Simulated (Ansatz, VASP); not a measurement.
One calculation of AgCl, two programs

The input INCAR:

```
SYSTEM = AgCl
PREC = Accurate
ENCUT = 520
EDIFF = 1E-6
ISMEAR = -1
SIGMA = 0.01
LREAL = .FALSE.
LASPH = .TRUE.
NELM = 60
ALGO = Normal
ISIF = 2
LWAVE = .FALSE.
LCHARG = .FALSE.
GGA = PS
NBANDS = 16
```

The input KPOINTS:

```
regular mesh
0
G
  9 9 9
  0 0 0
```

Contents of POSCAR:

```
AgCl
1.0
    3.4339730000      0.0000000000      0.0000000000
    0.0000000000      3.4339730000      0.0000000000
    0.0000000000      0.0000000000      3.3309538100
Ag Cl
1 1
Direct
    0.0000000000      0.0000000000      0.0000000000
    0.5000000000      0.5000000000      0.5000000000
```

Input for Ansatz:

```yaml
crystal:
  lattice:
    - [3.433973, 0.0, 0.0]
    - [0.0, 3.433973, 0.0]
    - [0.0, 0.0, 3.33095381]
  atoms:
    - { symbol: Ag, position: [0.0, 0.0, 0.0] }
    - { symbol: Cl, position: [0.5, 0.5, 0.5] }
kpoints:
  mp_grid: { grid: [9, 9, 9] }
  band_path:
    path:
      - [0.0, 0.0, 0.0]
      - [0.0, 0.5, 0.0]
      - [0.5, 0.5, 0.0]
      - [0.0, 0.0, 0.0]
      - [0.0, 0.0, 0.5]
      - [0.0, 0.5, 0.5]
      - [0.5, 0.5, 0.5]
      - [0.0, 0.0, 0.5]
      - [0.0, 0.5, 0.0]
    npoints: 5
scf:
  occupations: { method: fermi_dirac, width: 0.01 }
hamiltonian:
  xc: pbesol
  pseudopotentials: { kind: all_electron, lapw: { basis_error: 0.001 } }
output:
  forces: true
  stress: true
  eigenvalues: true
```

Change from the starting cell: zz strain of -3 %.

Alike in both runs: task single point; functional PBEsol; k mesh 9 × 9 × 9; occupations fermi-dirac, width 0.01 eV; no spin polarisation.

|  | VASP | Ansatz |
| --- | --- | --- |
| version | VASP 6.6.1 | Ansatz 0.2.0 |
| potentials or method | VASP PAW PBE potentials, release 64 (Ag, Cl), cutoff 520 eV | all-electron LAPW, scalar-relativistic |

Ansatz gave:

| Item | Value |
| --- | --- |
| gap on the k mesh at the Fermi level (eV) | 0.40 |
| pressure (GPa) | -3.3 |
| traceless stress, the component that is largest in VASP (GPa) | 1.02 |

Task: Estimate VASP's values.

Result: gap on the k mesh at the Fermi level (eV): 0.40; pressure (GPa): -3.4; traceless stress, the component that is largest in VASP (GPa): 1.03.

VASP's potentials were made for PBE, not for PBEsol. Ansatz ran all-electron here, and VASP with PAW potentials.
